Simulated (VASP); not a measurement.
# Ta3N (I4/mmm) in VASP: further runs

Runs on Ta3N. Level: r2SCAN. Tasks: single point.

Everything below comes from runs of VASP 6.6.1. Logs are shortened: lines on timing, memory, paths and dates and some standing lists are left out, and cuts for length are marked.

## Step 1: The cell of the first run

The structure is tetragonal, space group I4/mmm (No. 139). Conventional cell: a = 3.775 Å, b = 3.775 Å, c = 8.433 Å, α = 90.00°, β = 90.00°, γ = 90.00°. Within 3.5 Å of Ta (site symmetry 4/mmm) lie 4 N at 2.67 Å and 8 Ta at 2.83 Å. Within 3.5 Å of Ta (site symmetry -4m2) lie 8 Ta at 2.67 to 2.83 Å and 4 N at 2.83 Å. N (site symmetry 4/mmm) has 12 Ta at 2.67 to 2.83 Å within 3.5 Å.

## Step 2: Single point, r2SCAN

File POSCAR:

```
Ta3N
1.0
   -1.8876571203      1.8876571203      4.2165847362
    1.8876571203     -1.8876571203      4.2165847362
    1.8876571203      1.8876571203     -4.2165847362
Ta N
3 1
Direct
    0.5000000000      0.5000000000      0.0000000000
    0.2500000000      0.7500000000      0.5000000000
    0.7500000000      0.2500000000      0.5000000000
    0.0000000000      0.0000000000      0.0000000000
```

File INCAR.step1:

```
SYSTEM = Ta3N
  PREC = Accurate
  ENCUT = 520
  ISMEAR = 0
  SIGMA = 0.1
  LREAL = .FALSE.
  LASPH = .TRUE.
  NELM = 80
  NBANDS = 27
  GGA = PE
  ALGO = Normal
  EDIFF = 1E-4
  LWAVE = .TRUE.
  LCHARG = .FALSE.
```

File INCAR.step2:

```
SYSTEM = Ta3N
  PREC = Accurate
  ENCUT = 520
  EDIFF = 1E-7
  ISMEAR = 0
  SIGMA = 0.1
  LREAL = .FALSE.
  LASPH = .TRUE.
  NELM = 80
  ALGO = Normal
  ISIF = 2
  LWAVE = .FALSE.
  LCHARG = .FALSE.
  METAGGA = R2SCAN
  LMIXTAU = .TRUE.
  NBANDS = 27
  ISTART = 1
```

File KPOINTS:

```
Automatic mesh
0
G
  6 6 6
  0 0 0
```

Potentials or basis: VASP PAW PBE potentials, release 64 (Ta_pv, N).

Launch:

```console
$ cat potpaw_PBE.64/Ta_pv/POTCAR potpaw_PBE.64/N/POTCAR > POTCAR
$ cp INCAR.step1 INCAR
$ mpirun -np 1 vasp_std > vasp.out
$ cp INCAR.step2 INCAR
$ mpirun -np 1 vasp_std > vasp.out
```

OUTCAR:

```text
SYSTEM = Ta3N
   PREC = Accurate
   ENCUT = 520
   EDIFF = 1E-7
   ISMEAR = 0
   LREAL = .FALSE.
   LASPH = .TRUE.
   NELM = 80
   ISIF = 2
   METAGGA = R2SCAN
   ISTART = 1

 ion  position               nearest neighbor table
   1  0.500  0.500  0.000-   4 2.67   4 2.67   4 2.67   4 2.67   3 2.83   2 2.83   3 2.83   3 2.83
                             2 2.83   2 2.83   3 2.83   2 2.83
   2  0.250  0.750  0.500-   3 2.67   3 2.67   3 2.67   3 2.67   1 2.83   1 2.83   1 2.83   1 2.83

   3  0.750  0.250  0.500-   2 2.67   2 2.67   2 2.67   2 2.67   1 2.83   1 2.83   1 2.83   1 2.83

   4  0.000  0.000  0.000-   1 2.67   1 2.67   1 2.67   1 2.67

  LATTYP: Found a body centered tetragonal cell.
 ALAT       =     3.7753142406
 C/A-ratio  =     2.2337662337

  Lattice vectors:

 A1 = (  -1.8876571203,   1.8876571203,   4.2165847362)
 A2 = (   1.8876571203,  -1.8876571203,   4.2165847362)
 A3 = (   1.8876571203,   1.8876571203,  -4.2165847362)

Analysis of symmetry for initial positions (statically):
=====================================================================
 Subroutine PRICEL returns:
 Original cell was already a primitive cell.

 Routine SETGRP: Setting up the symmetry group for a
 body centered tetragonal supercell.

 Subroutine GETGRP returns: Found 16 space group operations
 (whereof 16 operations were pure point group operations)
 out of a pool of 16 trial point group operations.

The static configuration has the point symmetry D_4h.

Analysis of symmetry for dynamics (positions and initial velocities):
=====================================================================
 Subroutine PRICEL returns:
 Original cell was already a primitive cell.

 Routine SETGRP: Setting up the symmetry group for a
 body centered tetragonal supercell.

 Subroutine GETGRP returns: Found 16 space group operations
 (whereof 16 operations were pure point group operations)
 out of a pool of 16 trial point group operations.

The dynamic configuration has the point symmetry D_4h.

 Subroutine INISYM returns: Found 16 space group operations
 (whereof 16 operations are pure point group operations),
 and found     1 'primitive' translations

----------------------------------------------------------------------------------------

                                     Primitive cell

  volume of cell :      60.0990

  direct lattice vectors                    reciprocal lattice vectors
    -1.887657120  1.887657120  4.216584736     0.000000000  0.264878613  0.118579379
     1.887657120 -1.887657120  4.216584736     0.264878613  0.000000000  0.118579379
     1.887657120  1.887657120 -4.216584736     0.264878613  0.264878613  0.000000000

  length of vectors
     4.990599728  4.990599728  4.990599728     0.290209836  0.290209836  0.374594927

  position of ions in fractional coordinates (direct lattice)
     0.500000000  0.500000000  0.000000000
     0.250000000  0.750000000  0.500000000
     0.750000000  0.250000000  0.500000000
     0.000000000  0.000000000  0.000000000

  ion indices of the primitive-cell ions
   primitive index   ion index
                 1           1
                 2           2
                 3           3
                 4           4

----------------------------------------------------------------------------------------

 KPOINTS: Automatic mesh

Automatic generation of k-mesh.
 Grid dimensions read from file:
 generate k-points for:    6    6    6

 Generating k-lattice:

  Cartesian coordinates                     Fractional coordinates (reciprocal lattice)
     0.000000000  0.044146436  0.019763230     0.166666667  0.000000000  0.000000000
     0.044146436  0.000000000  0.019763230     0.000000000  0.166666667  0.000000000
     0.044146436  0.044146436  0.000000000     0.000000000  0.000000000  0.166666667

  Length of vectors
     0.048368306  0.048368306  0.062432488

  Shift w.r.t. Gamma in fractional coordinates (k-lattice)
     0.000000000  0.000000000  0.000000000

 Subroutine IBZKPT returns following result:
 ===========================================

 Found     30 irreducible k-points:

 Following reciprocal coordinates:
            Coordinates               Weight
  0.000000  0.000000  0.000000      1.000000
  0.166667 -0.000000  0.000000      8.000000
  0.333333 -0.000000  0.000000      8.000000
  0.500000 -0.000000  0.000000      4.000000
  0.166667  0.166667  0.000000      8.000000
  0.333333  0.166667  0.000000     16.000000
[... 16 lines left out ...]
 -0.333333 -0.333333  0.166667      8.000000
 -0.166667 -0.333333  0.166667      8.000000
 [... further k-points ...]
   k-points           NKPTS =     30   k-points in BZ     NKDIM =     30   number of bands    NBANDS=     27
   number of dos      NEDOS =    301   number of ions     NIONS =      4
   total plane-waves  NPLWV =  64000
   dimension x,y,z NGX =    40 NGY =   40 NGZ =   40
   dimension x,y,z NGXF=    80 NGYF=   80 NGZF=   80
   ions per type =               3   1
   NGX,Y,Z   is equivalent  to a cutoff of  13.32, 13.32, 13.32 a.u.
   NGXF,Y,Z  is equivalent  to a cutoff of  26.65, 26.65, 26.65 a.u.
 SYSTEM =  Ta3N
   PREC   = accura    normal or accurate (medium, high low for compatibility)
   ISTART =      1    job   : 0-new  1-cont  2-samecut
   ICHARG =      0    charge: 1-file 2-atom 10-const
   ISPIN  =      1    spin polarized calculation?
   LNONCOLLINEAR =      F non collinear calculations
   LSORBIT =      F    spin-orbit coupling
   LASPH  =      T    aspherical Exc in radial PAW
   ENCUT  =  520.0 eV  38.22 Ry    6.18 a.u.   9.28  9.28  9.28*2*pi/ulx,y,z
   NELM   =     80;   NELMIN=  2; NELMDL=  0     # of ELM steps
   EDIFF  = 0.1E-06   stopping-criterion for ELM
   LREAL  =      F    real-space projection
   EDIFFG = 0.1E-05   stopping-criterion for IOM
   NSW    =      0    number of steps for IOM
   IBRION =     -1    ionic relax: 0-MD 1-quasi-New 2-CG
   NFREE  =      0    steps in history (QN), initial steepest desc. (CG)
   ISIF   =      2    stress and relaxation
   ISYM   =      2    0-nonsym 1-usesym 2-fastsym
   POTIM  = 0.5000    time-step for ionic-motion
   TEBEG  =    0.0;   TEEND  =   0.0 temperature during run
   PSTRESS=    0.0 pullay stress
   NELECT =      38.0000    total number of electrons
   NUPDOWN=      -1.0000    fix difference up-down
   EMIN   =  10.00;   EMAX   =-10.00  energy-range for DOS
   EFERMI =   0.00;   METHOD = LEGACY
   ISMEAR =     0;   SIGMA  =   0.10  broadening in eV -4-tet -1-fermi 0-gaus
   EFERMI_NEDOS =   21; number of points for ismear=-14 and -15
   IALGO  =     38    algorithm
   IMIX   =      4    mixing-type and parameters
     AMIX     =   0.40;   BMIX     =  1.00
     AMIX_MAG =   1.60;   BMIX_MAG =  1.00
  volume/ion in A,a.u.               =      15.02       101.39
  Fermi-wavevector in a.u.,A,eV,Ry     =   1.405121  2.655293 26.862862  1.974365
  Thomas-Fermi vector in A             =   2.527614
   LORBIT       =      0    0 simple, 1 ext, 2 COOP (PROOUT), +10 PAW based schemes
   METAGGA = R2SCAN    functional components
   LHFCALC =     F    Hartree Fock is set to
   AEXX    =    0.0000 exact exchange contribution
   IVDW    =     0    specifies the selected vdW correction
   LEPSILON=     F    determine dielectric tensor
   LRPA    =     F    only Hartree local field effects (RPA)
 non-spin polarized calculation
 Gauss-broadening in eV      SIGMA  =   0.10
  energy-cutoff  :      520.00
  volume of cell :       60.10
 maximum number of plane-waves:      1630
 NGX is ok and might be reduce to    40
   NGX = 19   NGY = 19   NGZ = 19

 number of electron      38.0000004 magnetization

 Free energy of the ion-electron system (eV)
  ---------------------------------------------------
  ext. energy  EPLUGINS =         0.00000000
  ---------------------------------------------------
  free energy    TOTEN  =      -150.90389453 eV

  energy without entropy =     -150.89064893  energy(sigma->0) =     -150.89727173

 E-fermi :   6.2040     XC(G=0): -13.6854

 val. band max:        6.1925121689   @ k =  -0.3333   0.3333   0.1667
 cond. band min:       6.2242322686   @ k =  -0.1667   0.1667   0.1667
 fundamental gap:      0.0317200997
 Fermi energy:         6.2039949566

 k-point     1 :       0.0000    0.0000    0.0000
  band No.  band energies     occupation
      1     -29.8497      2.00000
      2     -29.7905      2.00000
      3     -29.7905      2.00000
      4     -29.3173      2.00000
      5     -29.3173      2.00000
      6     -29.0080      2.00000
[... 19 lines left out ...]
     26      11.0004      0.00000
     27      11.0004      0.00000

 k-point     2 :       0.1667   -0.0000    0.0000
  band No.  band energies     occupation
      1     -29.8612      2.00000
      2     -29.7228      2.00000
      3     -29.6731      2.00000
      4     -29.3765      2.00000
      5     -29.3061      2.00000
      6     -28.9496      2.00000
[... 19 lines left out ...]
     26      10.6581      0.00000
     27      10.8763      0.00000

 k-point     3 :       0.3333   -0.0000    0.0000
  band No.  band energies     occupation
      1     -29.7466      2.00000
      2     -29.6193      2.00000
      3     -29.5607      2.00000
      4     -29.3071      2.00000
      5     -29.2578      2.00000
      6     -28.9308      2.00000
[... 19 lines left out ...]
     26      10.4029      0.00000
     27      10.4471      0.00000

 k-point     4 :       0.5000   -0.0000    0.0000
  band No.  band energies     occupation
      1     -29.7044      2.00000
      2     -29.4974      2.00000
      3     -29.4692      2.00000
      4     -29.2036      2.00000
      5     -29.1877      2.00000
      6     -29.1493      2.00000
[... 19 lines left out ...]
     26       9.9897      0.00000
     27      10.9624      0.00000
[... 516 lines left out ...]
      4     -29.1505      2.00000
      5     -29.1283      2.00000
      6     -29.1233      2.00000
[... 19 lines left out ...]
     26      10.4419      0.00000
     27      10.6794      0.00000

 k-point    23 :      -0.3333   -0.3333    0.1667
  band No.  band energies     occupation
      1     -29.9505      2.00000
      2     -29.6302      2.00000
      3     -29.6185      2.00000
      4     -29.1827      2.00000
      5     -29.1073      2.00000
      6     -29.0213      2.00000
[... 19 lines left out ...]
     26      10.7368      0.00000
     27      11.2240      0.00000

 k-point    24 :      -0.1667   -0.3333    0.1667
  band No.  band energies     occupation
      1     -29.8190      2.00000
      2     -29.7995      2.00000
      3     -29.6788      2.00000
      4     -29.2351      2.00000
      5     -29.2055      2.00000
      6     -28.9679      2.00000
[... 19 lines left out ...]
     26      11.1577      0.00000
     27      11.5252      0.00000

 [... further k-points ...]

------------------------ aborting loop because EDIFF is reached ----------------------------------------

  FORCE on cell =-STRESS in cart. coord.  units (eV):
  Direction    XX          YY          ZZ          XY          YZ          ZX
  --------------------------------------------------------------------------------------
  -------------------------------------------------------------------------------------
  Total        1.2622864      1.2622864      2.9253642      0.0000000      0.0000000      0.0000000
  in kB       33.6512691     33.6512691     77.9872262      0.0000000      0.0000000      0.0000000
  external PRESSURE =      48.4299215 kB  Pullay stress =       0.0000000 kB

 VOLUME and BASIS-vectors are now :
 -----------------------------------------------------------------------------
  energy-cutoff  :      520.00
  volume of cell :       60.10
      direct lattice vectors                 reciprocal lattice vectors
    -1.887657120  1.887657120  4.216584736     0.000000000  0.264878613  0.118579379
     1.887657120 -1.887657120  4.216584736     0.264878613  0.000000000  0.118579379
     1.887657120  1.887657120 -4.216584736     0.264878613  0.264878613  0.000000000

 POSITION                                       TOTAL-FORCE (eV/Angst)
 -----------------------------------------------------------------------------------
      0.00000      0.00000      4.21658        -0.000000      0.000000      0.000000
      1.88766      0.00000      2.10829         0.000000      0.000000      0.000000
      0.00000      1.88766      2.10829         0.000000     -0.000000     -0.000000
      0.00000      0.00000      0.00000        -0.000000      0.000000      0.000000
 -----------------------------------------------------------------------------------
    total drift:                               -0.000000     -0.000000      0.000000

  FREE ENERGIE OF THE ION-ELECTRON SYSTEM (eV)
  ---------------------------------------------------
  free  energy   TOTEN  =      -150.9038945262 eV

  energy  without entropy=     -150.8906489338  energy(sigma->0) =     -150.89727173
```

Wall time 11 min (1 thread of Intel Xeon 8259CL, shared host); peak memory 0.28 GiB.

Results:

| Property | Result |
| --- | --- |
| Free energy | -150.9039 eV |
| Pressure | 4.8 GPa |
| Band gap on the k mesh | zero (bands 19 and 20 overlap by 1.38 eV) |

Caveat: the cell stands under pressure; the PAW data sets were made with another functional, which shifts forces and pressure a little; spin-orbit coupling is left out, which moves the levels of the heavy elements.

## Step 3: Single point, r2SCAN

This run uses another cell than the first one, of 15.22 Å³/atom.

File POSCAR:

```
Ta3N
1.0
   -1.7785175598      1.7785175598      4.8104497730
    1.7785175598     -1.7785175598      4.8104497730
    1.7785175598      1.7785175598     -4.8104497730
Ta N
3 1
Direct
    0.5000000000      0.5000000000      0.0000000000
    0.2500000000      0.7500000000      0.5000000000
    0.7500000000      0.2500000000      0.5000000000
    0.0000000000      0.0000000000      0.0000000000
```

File INCAR.step1:

```
SYSTEM = Ta3N
PREC = Accurate
ENCUT = 520
ISMEAR = 0
SIGMA = 0.1
LREAL = .FALSE.
LASPH = .TRUE.
NELM = 60
NBANDS = 27
GGA = PE
ALGO = Normal
EDIFF = 1E-4
LWAVE = .TRUE.
LCHARG = .FALSE.
```

File INCAR.step2:

```
SYSTEM = Ta3N
PREC = Accurate
ENCUT = 520
EDIFF = 1E-6
ISMEAR = 0
SIGMA = 0.1
LREAL = .FALSE.
LASPH = .TRUE.
NELM = 60
ALGO = Normal
ISIF = 2
LWAVE = .FALSE.
LCHARG = .FALSE.
METAGGA = R2SCAN
LMIXTAU = .TRUE.
NBANDS = 27
ISTART = 1
```

File KPOINTS:

```
regular mesh
0
G
  6 6 6
  0 0 0
```

Potentials or basis: VASP PAW PBE potentials, release 64 (Ta_pv, N).

Launch:

```console
$ cat potpaw_PBE.64/Ta_pv/POTCAR potpaw_PBE.64/N/POTCAR > POTCAR
$ cp INCAR.step1 INCAR
$ mpirun -np 1 vasp_std > vasp.out
$ cp INCAR.step2 INCAR
$ mpirun -np 1 vasp_std > vasp.out
```

Wall time 9 min (1 thread of Intel Xeon 8259CL, shared host); peak memory 0.27 GiB.

The run converged. Its results:

```
Free energy            : -151.1619 eV
Pressure               : 0.9 GPa
Band gap on the k mesh : zero (bands 19 and 20 overlap by 1.89 eV)
```

Stress tensor (GPa, compression positive):
```
1.13 0.00 0.00
0.00 1.13 0.00
0.00 0.00 0.44
```

Levels at points of the mesh, in eV from the Fermi level:
```
           k point  band 16  band 17  band 18  band 19  band 20  band 21  band 22  band 23
(0.00, 0.00, 0.00)    -3.31    -2.07    -1.45     0.29     0.29     0.45     0.45     2.11
(0.50, 0.00, 0.00)    -0.75    -0.23    -0.08     0.49     1.15     1.41     1.57     1.68
(0.50, 0.50, 0.00)    -2.45    -1.37    -0.96    -0.70     1.35     2.74     2.86     3.22
(0.50, 0.50, 0.50)    -2.73    -2.58    -2.58    -2.47    -0.28     1.87     1.87     1.93
```

Caveat: the PAW data sets were made with another functional, which shifts forces and pressure a little; spin-orbit coupling is left out, which moves the levels of the heavy elements.
